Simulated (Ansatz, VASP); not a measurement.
**Two plane-wave programs on CdS3**

```
Cd S
1.0
     6.93562    0.00000    0.00000
    -3.46781    6.00642    0.00000
     0.00000    0.00000    6.73007
Cd S
2 6
Direct
  0.33333 0.66667 0.75000
  0.66667 0.33333 0.25000
  0.23256 0.46512 0.25000
  0.53488 0.76744 0.25000
  0.23256 0.76744 0.25000
  0.76744 0.53488 0.75000
  0.46512 0.23256 0.75000
  0.76744 0.23256 0.75000
```

Change from the starting cell: species swapped into the Ce3Ga type (P6_3/mmc, No. 194).

Alike in both runs: functional PBE; k mesh 6 × 6 × 8; occupations gaussian, width 0.1 eV; no spin polarisation.

Ansatz relaxed the structure, and its values are those at the end. VASP's run is a single point on that final structure, the one shown.

|  | VASP | Ansatz |
| --- | --- | --- |
| version | VASP 6.6.1 | Ansatz 0.2.0 |
| potentials or method | VASP PAW PBE potentials, release 64 (Cd, S), cutoff 500 eV | scalar-relativistic, plane waves, PAW |
| valence electrons in the cell | 60 | 76 |

|  | VASP | Ansatz | Ansatz less VASP |
| --- | --- | --- | --- |
| gap on the k mesh at the Fermi level (eV) | 0.95 | 0.94 | -0.009 |
| least direct gap on the mesh (eV) | 1.38 | 1.38 | -0.002 |
| pressure (GPa) | -0.3 | 0.0 | +0.28 |
| rms of the force components (eV/Å) | 0.104 | 0.000 | -0.1039 |

With one functional, cell and mesh, what is left measures potentials, basis and numerics. VASP's potentials hold 60 valence electrons a cell and Ansatz's 76, so a difference there can come from the potentials and not from the codes.
